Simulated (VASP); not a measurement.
# MgTe (P6_3mc) in VASP: single point with HSE06

Aim: the single point of MgTe with HSE06.

Program: VASP 6.6.1. These are calculated values, not measurements. Logs are shortened: lines on timing, memory, paths and dates and some standing lists are left out, and cuts for length are marked.

## (1) The cell of the first run

The structure is hexagonal, space group P6_3mc (No. 186). Conventional cell: a = 4.440 Å, b = 4.440 Å, c = 7.231 Å, α = 90.00°, β = 90.00°, γ = 120.00°. Within 3.6 Å of Mg (site symmetry 3m) lie 4 Te at 2.72 Å. Te (site symmetry 3m) has 4 Mg at 2.72 Å within 3.6 Å.

## (2) Single point, HSE06 (strain -3.0%)

POSCAR reads:

```
MgTe
1.0
    4.4403065765      0.0000000000      0.0000000000
   -2.2201532883      3.8454182958      0.0000000000
    0.0000000000      0.0000000000      7.2314365817
Mg Te
2 2
Direct
    0.3333333333      0.6666666667     -0.0006080519
    0.6666666667      0.3333333333      0.4993919481
    0.3333333333      0.6666666667      0.3756080519
    0.6666666667      0.3333333333      0.8756080519
```

INCAR.step1 reads:

```
SYSTEM = MgTe
  PREC = Accurate
  ENCUT = 520
  EDIFF = 1E-5
  ISMEAR = 0
  SIGMA = 0.01
  LREAL = .False.
  LASPH = .True.
  NELM = 120
  ALGO = Normal
  ISIF = 2
  LWAVE = .True.
  NBANDS = 16
  GGA = PE
  GGA_COMPAT = .False.
```

INCAR.step2 reads:

```
SYSTEM = MgTe
  PREC = Accurate
  ENCUT = 520
  EDIFF = 1E-6
  ISMEAR = 0
  SIGMA = 0.01
  LREAL = .False.
  LASPH = .True.
  NELM = 120
  ALGO = Normal
  ISIF = 2
  LWAVE = .False.
  LCHARG = .True.
  GGA = PE
  LHFCALC = .True.
  HFSCREEN = 0.2079
  PRECFOCK = Normal
  LELF = .True.
  LVHAR = .True.
  NBANDS = 16
  ISTART = 1
  GGA_COMPAT = .False.
```

KPOINTS reads:

```
Automatic mesh
0
Gamma
  6 6 2
  0 0 0
```

Potentials or basis: VASP PAW PBE potentials, release 64 (Mg, Te).

Command:

```
> cat potpaw_PBE.64/Mg/POTCAR potpaw_PBE.64/Te/POTCAR > POTCAR
> cp INCAR.step1 INCAR
> mpirun -np 1 vasp_std > vasp.out
> cp INCAR.step2 INCAR
> mpirun -np 1 vasp_std > vasp.out
```

OUTCAR:

```text
SYSTEM = MgTe
   PREC = Accurate
   ENCUT = 520
   EDIFF = 1E-6
   ISMEAR = 0
   LREAL = .False.
   LASPH = .True.
   NELM = 120
   ISIF = 2
   GGA = PE
   LHFCALC = .True.
   HFSCREEN = 0.2079
   PRECFOCK = Normal
   ISTART = 1

 ion  position               nearest neighbor table
   1  0.333  0.667  0.999-   4 2.72   4 2.72   4 2.72   3 2.72
   2  0.667  0.333  0.499-   3 2.72   3 2.72   3 2.72   4 2.72
   3  0.333  0.667  0.376-   2 2.72   2 2.72   2 2.72   1 2.72
   4  0.667  0.333  0.876-   1 2.72   1 2.72   1 2.72   2 2.72

  LATTYP: Found a hexagonal cell.
 ALAT       =     4.4403065765
 C/A-ratio  =     1.6285894807

  Lattice vectors:

 A1 = (   4.4403065765,   0.0000000000,   0.0000000000)
 A2 = (  -2.2201532883,   3.8454182958,   0.0000000000)
 A3 = (   0.0000000000,   0.0000000000,   7.2314365817)

Analysis of symmetry for initial positions (statically):
=====================================================================
 Subroutine PRICEL returns:
 Original cell was already a primitive cell.

 Routine SETGRP: Setting up the symmetry group for a
 hexagonal supercell.

 Subroutine GETGRP returns: Found 12 space group operations
 (whereof  6 operations were pure point group operations)
 out of a pool of 24 trial point group operations.

The static configuration has the point symmetry C_3v.
 The point group associated with its full space group is C_6v.

Analysis of symmetry for dynamics (positions and initial velocities):
=====================================================================
 Subroutine PRICEL returns:
 Original cell was already a primitive cell.

 Routine SETGRP: Setting up the symmetry group for a
 hexagonal supercell.

 Subroutine GETGRP returns: Found 12 space group operations
 (whereof  6 operations were pure point group operations)
 out of a pool of 24 trial point group operations.

The dynamic configuration has the point symmetry C_3v.
 The point group associated with its full space group is C_6v.

 Subroutine INISYM returns: Found 12 space group operations
 (whereof  6 operations are pure point group operations),
 and found     1 'primitive' translations

----------------------------------------------------------------------------------------

                                     Primitive cell

  volume of cell :     123.4756

  direct lattice vectors                    reciprocal lattice vectors
     4.440306577  0.000000000  0.000000000     0.225209675  0.130024866  0.000000000
    -2.220153288  3.845418296  0.000000000     0.000000000  0.260049733  0.000000000
     0.000000000  0.000000000  7.231436582     0.000000000  0.000000000  0.138285110

  length of vectors
     4.440306577  4.440306576  7.231436582     0.260049733  0.260049733  0.138285110

  position of ions in fractional coordinates (direct lattice)
     0.333333333  0.666666667  0.999391948
     0.666666667  0.333333333  0.499391948
     0.333333333  0.666666667  0.375608052
     0.666666667  0.333333333  0.875608052

  ion indices of the primitive-cell ions
   primitive index   ion index
                 1           1
                 2           2
                 3           3
                 4           4

----------------------------------------------------------------------------------------

 KPOINTS: Automatic mesh

Automatic generation of k-mesh.
 Grid dimensions read from file:
 generate k-points for:    6    6    2

 Generating k-lattice:

  Cartesian coordinates                     Fractional coordinates (reciprocal lattice)
     0.037534946  0.021670811  0.000000000     0.166666667  0.000000000  0.000000000
     0.000000000  0.043341622  0.000000000     0.000000000  0.166666667  0.000000000
     0.000000000  0.000000000  0.069142555     0.000000000  0.000000000  0.500000000

  Length of vectors
     0.043341622  0.043341622  0.069142555

  Shift w.r.t. Gamma in fractional coordinates (k-lattice)
     0.000000000  0.000000000  0.000000000

 Subroutine IBZKPT returns following result:
 ===========================================

 Found     14 irreducible k-points:

 Following reciprocal coordinates:
            Coordinates               Weight
  0.000000  0.000000  0.000000      1.000000
  0.166667  0.000000  0.000000      6.000000
  0.333333 -0.000000  0.000000      6.000000
  0.500000 -0.000000  0.000000      3.000000
  0.166667  0.166667  0.000000      6.000000
  0.333333  0.166667  0.000000     12.000000
  0.333333  0.333333  0.000000      2.000000
  0.000000  0.000000  0.500000      1.000000
  0.166667  0.000000  0.500000      6.000000
  0.333333 -0.000000  0.500000      6.000000
  0.500000 -0.000000  0.500000      3.000000
  0.166667  0.166667  0.500000      6.000000
  0.333333  0.166667  0.500000     12.000000
  0.333333  0.333333  0.500000      2.000000
   k-points           NKPTS =     14   k-points in BZ     NKDIM =     72   number of bands    NBANDS=     16
   number of dos      NEDOS =    301   number of ions     NIONS =      4
   total plane-waves  NPLWV =  69984
   dimension x,y,z NGX =    36 NGY =   36 NGZ =   54
   dimension x,y,z NGXF=    72 NGYF=   72 NGZF=  108
   ions per type =               2   2
   NGX,Y,Z   is equivalent  to a cutoff of  13.48, 13.48, 12.41 a.u.
   NGXF,Y,Z  is equivalent  to a cutoff of  26.96, 26.96, 24.83 a.u.
 SYSTEM =  MgTe
   PREC   = accura    normal or accurate (medium, high low for compatibility)
   ISTART =      1    job   : 0-new  1-cont  2-samecut
   ICHARG =      0    charge: 1-file 2-atom 10-const
   ISPIN  =      1    spin polarized calculation?
   LNONCOLLINEAR =      F non collinear calculations
   LSORBIT =      F    spin-orbit coupling
   LASPH  =      T    aspherical Exc in radial PAW
   ENCUT  =  520.0 eV  38.22 Ry    6.18 a.u.   8.26  8.26 13.45*2*pi/ulx,y,z
   NELM   =    120;   NELMIN=  2; NELMDL=  0     # of ELM steps
   EDIFF  = 0.1E-05   stopping-criterion for ELM
   LREAL  =      F    real-space projection
   EDIFFG = 0.1E-04   stopping-criterion for IOM
   NSW    =      0    number of steps for IOM
   IBRION =     -1    ionic relax: 0-MD 1-quasi-New 2-CG
   NFREE  =      0    steps in history (QN), initial steepest desc. (CG)
   ISIF   =      2    stress and relaxation
   ISYM   =      3    0-nonsym 1-usesym 2-fastsym
   POTIM  = 0.5000    time-step for ionic-motion
   TEBEG  =    0.0;   TEEND  =   0.0 temperature during run
   PSTRESS=    0.0 pullay stress
   NELECT =      16.0000    total number of electrons
   NUPDOWN=      -1.0000    fix difference up-down
   EMIN   =  10.00;   EMAX   =-10.00  energy-range for DOS
   EFERMI =   0.00;   METHOD = LEGACY
   ISMEAR =     0;   SIGMA  =   0.01  broadening in eV -4-tet -1-fermi 0-gaus
   EFERMI_NEDOS =   21; number of points for ismear=-14 and -15
   IALGO  =     38    algorithm
   IMIX   =      1    mixing-type and parameters
     AMIX     =   0.40;   BMIX     =  1.00
     AMIX_MAG =   1.60;   BMIX_MAG =  1.00
  volume/ion in A,a.u.               =      30.87       208.31
  Fermi-wavevector in a.u.,A,eV,Ry     =   0.828427  1.565501  9.337569  0.686292
  Thomas-Fermi vector in A             =   1.940802
   LORBIT       =      0    0 simple, 1 ext, 2 COOP (PROOUT), +10 PAW based schemes
   GGA     = PE    functional components
   LHFCALC =     T    Hartree Fock is set to
   PRECFOCK=normal    Normal, Fast or Accurate (Low or Medium for compatibility)
   ENCUT4O =  -1.0   cutoff for four orbital integrals eV
   NKREDX  =     1    reduce k-point grid by
   NKREDY  =     1    reduce k-point grid by
   NKREDZ  =     1    reduce k-point grid by
   AEXX    =    0.2500 exact exchange contribution
   HFSCREEN=    0.2079 screening length (either q_TF or 0.3 A-1)
   HFSCREENC=   0.2079 screening length for correlation (either q_TF or 0.3 A-1)
   ENCUTFOCK=  -1.0 apply spherical cutoff to Coloumb kernel
   IVDW    =     0    specifies the selected vdW correction
   LEPSILON=     F    determine dielectric tensor
   LRPA    =     F    only Hartree local field effects (RPA)
 non-spin polarized calculation
 Gauss-broadening in eV      SIGMA  =   0.01
  energy-cutoff  :      520.00
  volume of cell :      123.48
 maximum number of plane-waves:      3357
 NGX is ok and might be reduce to    36
  NGX = 28; NGY = 28; NGZ = 42

 number of electron      15.9999998 magnetization

 Free energy of the ion-electron system (eV)
  ---------------------------------------------------
  ext. energy  EPLUGINS =         0.00000000
  ---------------------------------------------------
  free energy    TOTEN  =       -15.00096981 eV

  energy without entropy =      -15.00096981  energy(sigma->0) =      -15.00096981

 E-fermi :   2.0721     XC(G=0):  -6.8612

 val. band max:        2.0030008953   @ k =   0.0000   0.0000   0.0000
 cond. band min:       5.6586181573   @ k =   0.0000   0.0000   0.0000
 fundamental gap:      3.6556172619
 Fermi energy:         2.0721271800

 k-point     1 :       0.0000    0.0000    0.0000
  band No.  band energies     occupation
      1      -9.4985      2.00000
      2      -8.6673      2.00000
      3      -1.8976      2.00000
      4       1.4121      2.00000
      5       1.4121      2.00000
      6       2.0026      2.00000
[... 8 lines left out ...]
     15       9.3883      0.00000
     16      10.2881      0.00000

 k-point     2 :       0.1667    0.0000    0.0000
  band No.  band energies     occupation
      1      -9.3430      2.00000
      2      -8.5798      2.00000
      3      -1.6824      2.00000
      4       0.4120      2.00000
      5       0.9661      2.00000
      6       1.1292      2.00000
[... 8 lines left out ...]
     15       9.4534      0.00000
     16       9.8775      0.00000

 k-point     3 :       0.3333   -0.0000    0.0000
  band No.  band energies     occupation
      1      -8.9633      2.00000
      2      -8.4241      2.00000
      3      -1.3136      2.00000
      4      -0.7614      2.00000
      5      -0.4213      2.00000
      6       0.6927      2.00000
[... 8 lines left out ...]
     15      10.2551      0.00000
     16      11.2071      0.00000
[... 172 lines left out ...]
 k-point    13 :       0.3333    0.1667    0.5000
  band No.  band energies     occupation
      1      -8.5464      2.00000
      2      -8.5464      2.00000
      3      -1.5478      2.00000
      4      -1.5478      2.00000
      5       0.2589      2.00000
      6       0.2589      2.00000
[... 8 lines left out ...]
     15      10.7726      0.00000
     16      10.7726      0.00000

 k-point    14 :       0.3333    0.3333    0.5000
  band No.  band energies     occupation
      1      -8.4623      2.00000
      2      -8.4623      2.00000
      3      -1.4901      2.00000
      4      -1.4901      2.00000
      5      -0.3628      2.00000
      6      -0.3628      2.00000
[... 8 lines left out ...]
     15      10.4541      0.00000
     16      10.4541      0.00000

------------------------ aborting loop because EDIFF is reached ----------------------------------------

  FORCE on cell =-STRESS in cart. coord.  units (eV):
  Direction    XX          YY          ZZ          XY          YZ          ZX
  --------------------------------------------------------------------------------------
  -------------------------------------------------------------------------------------
  Total        2.9339495      2.9339495      2.9073256     -0.0000000      0.0000000      0.0000000
  in kB       38.0699317     38.0699317     37.7244683     -0.0000000      0.0000000      0.0000000
  external PRESSURE =      37.9547772 kB  Pullay stress =       0.0000000 kB

 VOLUME and BASIS-vectors are now :
 -----------------------------------------------------------------------------
  energy-cutoff  :      520.00
  volume of cell :      123.48
      direct lattice vectors                 reciprocal lattice vectors
     4.440306577  0.000000000  0.000000000     0.225209675  0.130024866  0.000000000
    -2.220153288  3.845418296  0.000000000     0.000000000  0.260049733  0.000000000
     0.000000000  0.000000000  7.231436582     0.000000000  0.000000000  0.138285110

 POSITION                                       TOTAL-FORCE (eV/Angst)
 -----------------------------------------------------------------------------------
     -0.00000      2.56361      7.22704        -0.000000      0.000000     -0.001789
      2.22015      1.28181      3.61132         0.000000      0.000000     -0.001789
     -0.00000      2.56361      2.71619         0.000000     -0.000000      0.001789
      2.22015      1.28181      6.33190        -0.000000     -0.000000      0.001789
 -----------------------------------------------------------------------------------
    total drift:                               -0.000000     -0.000000     -0.000245

  FREE ENERGIE OF THE ION-ELECTRON SYSTEM (eV)
  ---------------------------------------------------
  free  energy   TOTEN  =       -15.0009698092 eV

  energy  without entropy=      -15.0009698092  energy(sigma->0) =      -15.00096981
```

Run time: 32 min. Hardware: 1 thread of Intel Xeon Platinum 8259CL at 2.50GHz (Skylake/Cascade Lake), shared host; peak memory 0.37 GiB.

What came out:

```yaml
Free_energy: -15.0010 eV
Pressure: 3.8 GPa
Band_gap_on_the_k_mesh: 3.66 eV
```

Caveat: the k points lie up to 0.43 Å⁻¹ apart; the cell differs from its parent crystal (strain -3.0%); the structure was generated, so it needn't be the stable form of MgTe; the PAW data sets were made with another functional, which shifts forces and pressure a little; spin-orbit coupling is left out, which moves the levels of the heavy elements. A k mesh can miss the band edges.
